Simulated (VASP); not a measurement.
Input of a VASP 6.6.1 run:

The input INCAR:

```
SYSTEM = ZnS
ALGO     = Normal         ! electronic algorithm
EDIFF    = 1E-6           ! SCF threshold, eV
ENCUT    = 520            ! plane-wave cutoff, eV
GGA      = PE             ! functional
ISIF     = 2              ! what is computed and relaxed
ISMEAR   = 0              ! smearing method
LASPH    = .TRUE.         ! aspherical terms in the spheres
LCHARG   = .FALSE.        ! write CHGCAR
LREAL    = .FALSE.        ! projectors in reciprocal space
LWAVE    = .FALSE.        ! write WAVECAR
NBANDS   = 46             ! bands
NELM     = 60             ! most SCF steps
PREC     = Accurate       ! precision mode
SIGMA    = 0.05           ! smearing width, eV
```

File KPOINTS:

```
k-points
0
G
  12 12 2
  0 0 0
```

The input POSCAR:

```
ZnS
1.0
    4.0005923826      0.0000000000      0.0000000000
   -2.0002961913      3.3313602246      0.0000000000
    0.0000000000      0.0000000000     12.5902250307
Zn S
4 4
Direct
    0.0000000000      0.0000000000      0.0000503469
    0.0000000000      0.0000000000      0.5000503469
    0.3333333333      0.6666666667      0.2500245139
    0.6666666667      0.3333333333      0.7500245139
    0.0000000000      0.0000000000      0.1872896977
    0.0000000000      0.0000000000      0.6872896977
    0.3333333333      0.6666666667      0.4376354415
    0.6666666667      0.3333333333      0.9376354415
```

Potentials or basis: VASP PAW PBE potentials, release 64 (Zn, S).

Command:

```bash
$ cat potpaw_PBE.64/Zn/POTCAR potpaw_PBE.64/S/POTCAR > POTCAR
$ mpirun -np 1 vasp_std > vasp.out
```

Q: What does it give for the largest force?

A: 0.202 eV/Å.

Q: Predict the pressure.

A: -2.2 GPa.

Q: What does it give for the band gap on the k mesh?

A: 1.84 eV.

Forces in eV/Å, atoms in the order of the input:
```
Zn   0.000  0.124 -0.085
Zn   0.000 -0.124 -0.085
Zn   0.000  0.110 -0.080
Zn   0.000 -0.110 -0.080
S    0.000 -0.123  0.080
S    0.000  0.123  0.080
S    0.000  0.183  0.085
S    0.000 -0.183  0.085
```

Caveat: the cell differs from its parent crystal (strain +0.0400 x Voigt [1, 0, 0, 0, 0, 0]). A k mesh can miss the band edges.
